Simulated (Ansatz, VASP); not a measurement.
## Two plane-wave programs on SnSe2

The input INCAR:

```
  PREC = Accurate
  ENCUT = 600
  EDIFF = 1E-7
  ISMEAR = 0
  SIGMA = 0.1
  LREAL = F
  LASPH = T
  NELM = 100
  ALGO = Normal
  ISIF = 3
  LWAVE = F
  LCHARG = F
  GGA = PE
  IBRION = 2
  NSW = 90
  EDIFFG = -0.04
```

The input KPOINTS:

```
regular mesh
0
Gamma
  6 6 4
```

Contents of POSCAR:

```
SnSe2
1.0
    3.8702369680      0.0000000000      0.0000000000
    1.9297441693      3.3557437114      0.0000000000
    1.8744049194      0.6260444951      7.2454625129
Sn Se
1 2
Direct
    0.0000000000      0.0000000000      0.0000000000
    0.7525222867      0.7079120502      0.7802947809
    0.2474777133      0.2920879498      0.2197052191
```

Input for Ansatz:

```yaml
crystal:
  lattice:
    - [3.870236968, 0.0, 0.0]
    - [1.9297441693, 3.3557437114, 0.0]
    - [1.8744049194, 0.6260444951, 7.2454625129]
  atoms:
    - { symbol: Sn, position: [0.0, 0.0, 0.0] }
    - { symbol: Se, position: [0.7525222867, 0.7079120502, 0.7802947809] }
    - { symbol: Se, position: [0.2474777133, 0.2920879498, 0.2197052191] }
basis:
  ecutwfc: 420
kpoints:
  mp_grid: { grid: [6, 6, 4] }
hamiltonian:
  xc: pbe
scf:
  occupations: { method: gaussian, width: 0.1 }
  lower_state_search: "off"
output:
  forces: true
  stress: true
  eigenvalues: true
relax:
  adjacent_minimum: "off"
  f_tol: 0.04
  max_steps: 70
  cell: { stress_tol: 0.4 }
```

Change from the starting cell: the structure that the rattled cell fell into.

Alike in both runs: task relaxation of cell and atoms; functional PBE; k mesh 6 × 6 × 4; occupations gaussian, width 0.1 eV; no spin polarisation.

|  | VASP | Ansatz |
| --- | --- | --- |
| version | VASP 6.6.1 | Ansatz 0.2.0 |
| potentials or method | VASP PAW PBE potentials, release 64 (Sn_d, Se), cutoff 600 eV | scalar-relativistic, plane waves, PAW |
| valence electrons in the cell | 26 | 46 |

|  | VASP | Ansatz | Ansatz less VASP |
| --- | --- | --- | --- |
| gap on the k mesh at the Fermi level, each at its own relaxed structure (eV) | 0.64 | 0.64 | +0.003 |
| relaxed volume (Å³/atom) | 31.37 | 31.37 | 0.000 |
| relaxed cell length with the largest relative difference (Å) | 3.870 | 3.870 | 0.0000 |

VASP's potentials hold 26 valence electrons a cell and Ansatz's 46, so a difference there can come from the potentials and not from the codes.

Noted on VASP's run: the relaxation stopped at its first step, so nothing moved.
